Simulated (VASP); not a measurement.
# Bi (Im-3m) in VASP: notebook

Bi is run at these levels: LDA, PBE+D3(BJ); tasks: single point.

Everything below comes from runs of VASP 6.6.1. Logs are shortened: lines on timing, memory, paths and dates and some standing lists are left out, and cuts for length are marked.

## 1. The cell of the first run

Symmetry: Im-3m, No. 229, cubic system. Conventional cell: a = 3.886 Å, b = 3.886 Å, c = 3.886 Å, α = 90.00°, β = 90.00°, γ = 90.00°. Within 4.4 Å of Bi (site symmetry m-3m) lie 14 Bi at 3.37 to 3.89 Å.

## 2. Single point, LDA

The input, INCAR:

```
PREC = Accurate ; ENCUT = 520
EDIFF = 1E-6 ; ISMEAR = -1
SIGMA = 0.05 ; LREAL = False
LASPH = True ; NELM = 80
ALGO = Normal ; ISIF = 2
LWAVE = False ; LCHARG = False
GGA = CA ; NBANDS = 14
```

The input, KPOINTS:

```
Automatic mesh
0
Gamma
  9 9 9
```

The input, POSCAR:

```
Bi
1.0
   -1.9430839948      1.9430839948      1.9430839948
    1.9430839948     -1.9430839948      1.9430839948
    1.9430839948      1.9430839948     -1.9430839948
Bi
1
Direct
    0.0000000000      0.0000000000      0.0000000000
```

Potentials or basis: VASP PAW LDA potentials, release 64 (Bi_d).

On the command line:

```console
> cat potpaw_LDA.64/Bi_d/POTCAR > POTCAR
> mpirun -np 1 vasp_std > vasp.out
```

OUTCAR:

```text
PREC = Accurate
   ENCUT = 520
   EDIFF = 1E-6
   ISMEAR = -1
   LREAL = False
   LASPH = True
   NELM = 80
   ISIF = 2
   GGA = CA

 ion  position               nearest neighbor table
   1  0.000  0.000  0.000-

  LATTYP: Found a body centered cubic cell.
 ALAT       =     3.8861679896

  Lattice vectors:

 A1 = (  -1.9430839948,   1.9430839948,   1.9430839948)
 A2 = (   1.9430839948,  -1.9430839948,   1.9430839948)
 A3 = (   1.9430839948,   1.9430839948,  -1.9430839948)

Analysis of symmetry for initial positions (statically):
=====================================================================
 Subroutine PRICEL returns:
 Original cell was already a primitive cell.

 Routine SETGRP: Setting up the symmetry group for a
 body centered cubic supercell.

 Subroutine GETGRP returns: Found 48 space group operations
[... 9 lines left out ...]

 Routine SETGRP: Setting up the symmetry group for a
 body centered cubic supercell.

 Subroutine GETGRP returns: Found 48 space group operations
[... 11 lines left out ...]
                                     Primitive cell

  volume of cell :      29.3450

  direct lattice vectors                    reciprocal lattice vectors
    -1.943083995  1.943083995  1.943083995     0.000000000  0.257322896  0.257322896
     1.943083995 -1.943083995  1.943083995     0.257322896  0.000000000  0.257322896
     1.943083995  1.943083995 -1.943083995     0.257322896  0.257322896  0.000000000

  length of vectors
     3.365520202  3.365520202  3.365520202     0.363909529  0.363909529  0.363909529

  position of ions in fractional coordinates (direct lattice)
     0.000000000  0.000000000  0.000000000

  ion indices of the primitive-cell ions
   primitive index   ion index
                 1           1

----------------------------------------------------------------------------------------

 KPOINTS: Automatic mesh

Automatic generation of k-mesh.
 Grid dimensions read from file:
 generate k-points for:    9    9    9

 Generating k-lattice:

  Cartesian coordinates                     Fractional coordinates (reciprocal lattice)
     0.000000000  0.028591433  0.028591433     0.111111111  0.000000000  0.000000000
     0.028591433  0.000000000  0.028591433     0.000000000  0.111111111  0.000000000
     0.028591433  0.028591433  0.000000000     0.000000000  0.000000000  0.111111111

  Length of vectors
     0.040434392  0.040434392  0.040434392

  Shift w.r.t. Gamma in fractional coordinates (k-lattice)
     0.000000000  0.000000000  0.000000000

 Subroutine IBZKPT returns following result:
 ===========================================

 Found     35 irreducible k-points:

 Following reciprocal coordinates:
            Coordinates               Weight
  0.000000  0.000000  0.000000      1.000000
  0.111111  0.000000  0.000000     12.000000
  0.222222  0.000000  0.000000     12.000000
  0.333333  0.000000  0.000000     12.000000
  0.444444  0.000000  0.000000     12.000000
  0.111111  0.111111  0.000000     24.000000
[... 16 lines left out ...]
 -0.333333  0.444444  0.111111     48.000000
 -0.444444 -0.444444  0.111111     24.000000
 [... further k-points ...]
   k-points           NKPTS =     35   k-points in BZ     NKDIM =     35   number of bands    NBANDS=     14
   number of dos      NEDOS =    301   number of ions     NIONS =      1
   total plane-waves  NPLWV =  21952
   dimension x,y,z NGX =    28 NGY =   28 NGZ =   28
   dimension x,y,z NGXF=    56 NGYF=   56 NGZF=   56
   ions per type =               1
   NGX,Y,Z   is equivalent  to a cutoff of  13.83, 13.83, 13.83 a.u.
   NGXF,Y,Z  is equivalent  to a cutoff of  27.66, 27.66, 27.66 a.u.
 SYSTEM =  unknown system
   PREC   = accura    normal or accurate (medium, high low for compatibility)
   ISTART =      0    job   : 0-new  1-cont  2-samecut
   ICHARG =      2    charge: 1-file 2-atom 10-const
   ISPIN  =      1    spin polarized calculation?
   LNONCOLLINEAR =      F non collinear calculations
   LSORBIT =      F    spin-orbit coupling
   LASPH  =      T    aspherical Exc in radial PAW
   ENCUT  =  520.0 eV  38.22 Ry    6.18 a.u.   6.26  6.26  6.26*2*pi/ulx,y,z
   NELM   =     80;   NELMIN=  2; NELMDL= -5     # of ELM steps
   EDIFF  = 0.1E-05   stopping-criterion for ELM
   LREAL  =      F    real-space projection
   EDIFFG = 0.1E-04   stopping-criterion for IOM
   NSW    =      0    number of steps for IOM
   IBRION =     -1    ionic relax: 0-MD 1-quasi-New 2-CG
[... 8 lines left out ...]
   EMIN   =  10.00;   EMAX   =-10.00  energy-range for DOS
   EFERMI =   0.00;   METHOD = LEGACY
   ISMEAR =    -1;   SIGMA  =   0.05  broadening in eV -4-tet -1-fermi 0-gaus
   EFERMI_NEDOS =   21; number of points for ismear=-14 and -15
   IALGO  =     38    algorithm
   IMIX   =      4    mixing-type and parameters
     AMIX     =   0.40;   BMIX     =  1.00
     AMIX_MAG =   1.60;   BMIX_MAG =  1.00
  volume/ion in A,a.u.               =      29.35       198.03
  Fermi-wavevector in a.u.,A,eV,Ry     =   1.308962  2.473579 23.311968  1.713381
  Thomas-Fermi vector in A             =   2.439593
   LORBIT       =      0    0 simple, 1 ext, 2 COOP (PROOUT), +10 PAW based schemes
   GGA     = CA    functional components
   LHFCALC =     F    Hartree Fock is set to
   AEXX    =    0.0000 exact exchange contribution
   IVDW    =     0    specifies the selected vdW correction
   LEPSILON=     F    determine dielectric tensor
   LRPA    =     F    only Hartree local field effects (RPA)
 non-spin polarized calculation
  energy-cutoff  :      520.00
  volume of cell :       29.35
 maximum number of plane-waves:       802
 NGX is ok and might be reduce to    28
   NGX = 13   NGY = 13   NGZ = 13

 number of electron      15.0000005 magnetization

 Free energy of the ion-electron system (eV)
  ---------------------------------------------------
  ext. energy  EPLUGINS =         0.00000000
  ---------------------------------------------------
  free energy    TOTEN  =        -4.48131294 eV

  energy without entropy =       -4.47661625  energy(sigma->0) =       -4.47896459

 E-fermi :   8.5304     XC(G=0): -10.8110

 val. band max:        8.5073539168   @ k =   0.2222   0.0000   0.0000
 cond. band min:       8.5541111124   @ k =  -0.2222   0.2222   0.1111
 fundamental gap:      0.0467571956
 Fermi energy:         8.5303846868

 k-point     1 :       0.0000    0.0000    0.0000
  band No.  band energies     occupation
      1     -14.5885      2.00000
      2     -14.5885      2.00000
      3     -14.5885      2.00000
      4     -14.4301      2.00000
      5     -14.4301      2.00000
      6      -5.5226      2.00000
      7      13.9146      0.00000
      8      13.9146      0.00000
      9      13.9146      0.00000
     10      18.4487      0.00000
     11      18.9599      0.00000
     12      18.9599      0.00000
     13      18.9599      0.00000
     14      20.5353      0.00000

 k-point     2 :       0.1111    0.0000    0.0000
  band No.  band energies     occupation
      1     -14.5943      2.00000
      2     -14.5791      2.00000
      3     -14.5589      2.00000
      4     -14.4367      2.00000
      5     -14.4311      2.00000
      6      -5.2815      2.00000
      7      11.8206      0.00000
      8      13.2152      0.00000
      9      13.6795      0.00000
     10      17.4463      0.00000
     11      18.1539      0.00000
     12      18.7385      0.00000
     13      19.8408      0.00000
     14      21.5097      0.00000

 k-point     3 :       0.2222    0.0000    0.0000
  band No.  band energies     occupation
      1     -14.6090      2.00000
      2     -14.5609      2.00000
      3     -14.4833      2.00000
      4     -14.4491      2.00000
      5     -14.4337      2.00000
      6      -4.5718      2.00000
      7       8.5074      1.22632
      8      11.9014      0.00000
      9      13.0793      0.00000
     10      16.0336      0.00000
     11      17.2129      0.00000
     12      18.9747      0.00000
     13      20.8162      0.00000
     14      23.5992      0.00000

 k-point     4 :       0.3333    0.0000    0.0000
  band No.  band energies     occupation
      1     -14.6258      2.00000
      2     -14.5556      2.00000
      3     -14.4496      2.00000
      4     -14.4366      2.00000
      5     -14.3957      2.00000
      6      -3.4735      2.00000
      7       5.4756      2.00000
      8      10.7778      0.00000
      9      12.4454      0.00000
     10      15.1573      0.00000
     11      16.5740      0.00000
     12      19.8943      0.00000
     13      21.5101      0.00000
     14      25.9038      0.00000

 k-point     5 :       0.4444    0.0000    0.0000
  band No.  band energies     occupation
      1     -14.6367      2.00000
      2     -14.5623      2.00000
      3     -14.4408      2.00000
      4     -14.4383      2.00000
      5     -14.3376      2.00000
      6      -2.3563      2.00000
      7       3.3551      2.00000
      8      10.1586      0.00000
      9      12.0671      0.00000
     10      14.7413      0.00000
     11      16.2565      0.00000
[... 276 lines left out ...]
 k-point    22 :      -0.4444    0.4444    0.1111
  band No.  band energies     occupation
      1     -14.6045      2.00000
      2     -14.5513      2.00000
      3     -14.4587      2.00000
      4     -14.4454      2.00000
      5     -14.3405      2.00000
      6      -2.1589      2.00000
      7       3.6137      2.00000
      8       9.4862      0.00000
      9      10.9403      0.00000
     10      16.0900      0.00000
     11      17.2741      0.00000
     12      18.5619      0.00000
     13      20.5711      0.00000
     14      26.9505      0.00000

 k-point    23 :      -0.3333    0.4444    0.1111
  band No.  band energies     occupation
      1     -14.5741      2.00000
      2     -14.5313      2.00000
      3     -14.4729      2.00000
      4     -14.4509      2.00000
      5     -14.3695      2.00000
      6      -2.3284      2.00000
      7       4.7818      2.00000
      8       7.8974      1.99999
      9      11.3146      0.00000
     10      15.8858      0.00000
     11      16.9110      0.00000
     12      20.1213      0.00000
     13      20.3782      0.00000
     14      24.1600      0.00000

 k-point    24 :      -0.4444   -0.4444    0.1111
  band No.  band energies     occupation
      1     -14.5773      2.00000
      2     -14.5360      2.00000
      3     -14.4807      2.00000
      4     -14.4372      2.00000
      5     -14.3458      2.00000
      6      -1.6817      2.00000
      7       3.7612      2.00000
      8       7.5107      2.00000
      9      11.2303      0.00000
     10      16.0756      0.00000
     11      17.5523      0.00000
     12      18.5536      0.00000
     13      20.1664      0.00000
     14      26.5371      0.00000

 [... further k-points ...]
[... 5 lines left out ...]
  --------------------------------------------------------------------------------------
  -------------------------------------------------------------------------------------
  Total        0.0170094      0.0170094      0.0170094     -0.0000000     -0.0000000     -0.0000000
  in kB        0.9286761      0.9286761      0.9286761     -0.0000000     -0.0000000     -0.0000000
  external PRESSURE =       0.9286761 kB  Pullay stress =       0.0000000 kB

 VOLUME and BASIS-vectors are now :
 -----------------------------------------------------------------------------
  energy-cutoff  :      520.00
  volume of cell :       29.35
      direct lattice vectors                 reciprocal lattice vectors
    -1.943083995  1.943083995  1.943083995     0.000000000  0.257322896  0.257322896
     1.943083995 -1.943083995  1.943083995     0.257322896  0.000000000  0.257322896
     1.943083995  1.943083995 -1.943083995     0.257322896  0.257322896  0.000000000

 POSITION                                       TOTAL-FORCE (eV/Angst)
 -----------------------------------------------------------------------------------
      0.00000      0.00000      0.00000        -0.000000      0.000000      0.000000
 -----------------------------------------------------------------------------------
    total drift:                                0.000000     -0.000000      0.000000

  FREE ENERGIE OF THE ION-ELECTRON SYSTEM (eV)
  ---------------------------------------------------
  free  energy   TOTEN  =        -4.4813129373 eV

  energy  without entropy=       -4.4766162501  energy(sigma->0) =       -4.47896459
```

Wall time 6.6 s (1 thread of AMD EPYC 9R45 (Zen 5), shared host); peak memory 0.11 GiB.

What came out:

- Free energy: -4.4813 eV
- Pressure: 0.1 GPa

Levels at points of the mesh, in eV from the Fermi level:
| k point | band 3 | band 4 | band 5 | band 6 | band 7 | band 8 | band 9 | band 10 | band 11 | band 12 |
| --- | --- | --- | --- | --- | --- | --- | --- | --- | --- | --- |
| (0.00, 0.00, 0.00) | -23.12 | -22.96 | -22.96 | -14.05 | 5.38 | 5.38 | 5.38 | 9.92 | 10.43 | 10.43 |

Caveat: spin-orbit coupling is left out, which moves the levels of the heavy elements.

## 3. Single point, PBE+D3(BJ)

This run uses another cell than the first one, of 30.18 Å³/atom, 1.028 times its volume.

The input, INCAR:

```
PREC     = Accurate       # precision mode
ENCUT    = 520            # plane-wave cutoff, eV
EDIFF    = 1E-6           # SCF threshold, eV
ISMEAR   = -1             # smearing method
SIGMA    = 0.05           # smearing width, eV
LREAL    = False          # projectors in reciprocal space
LASPH    = True           # aspherical terms in the spheres
NELM     = 80             # most SCF steps
ALGO     = Normal         # electronic algorithm
ISIF     = 2              # what is computed and relaxed
LWAVE    = False          # write WAVECAR
LCHARG   = False          # write CHGCAR
GGA      = PE             # functional
IVDW     = 12             # dispersion correction
NBANDS   = 14             # bands
```

The input, KPOINTS:

```
regular mesh
0
Gamma
  9 9 9
```

The input, POSCAR:

```
Bi
1.0
   -1.9612933374      1.9612933374      1.9612933374
    1.9612933374     -1.9612933374      1.9612933374
    1.9612933374      1.9612933374     -1.9612933374
Bi
1
Direct
    0.0000000000      0.0000000000      0.0000000000
```

Potentials or basis: VASP PAW PBE potentials, release 64 (Bi_d).

On the command line:

```console
> cat potpaw_PBE.64/Bi_d/POTCAR > POTCAR
> mpirun -np 1 vasp_std > vasp.out
```

Run time: 7.7 s. Hardware: 1 thread of AMD EPYC 9R45 (Zen 5), shared host; peak memory 0.14 GiB.

The run converged. Its results:

```
Free energy                : -4.2816 eV
Pressure                   : -0.1 GPa
Dispersion energy per atom : -0.522 eV
```

Levels at points of the mesh, in eV from the Fermi level:
```tsv
k point	band 3	band 4	band 5	band 6	band 7	band 8	band 9	band 10	band 11	band 12
(0.00, 0.00, 0.00)	-23.13	-22.99	-22.99	-13.81	5.28	5.28	5.28	9.46	10.41	10.41
```

Caveat: spin-orbit coupling is left out, which moves the levels of the heavy elements; pairwise dispersion overbinds metals, which lowers pressure and volume.
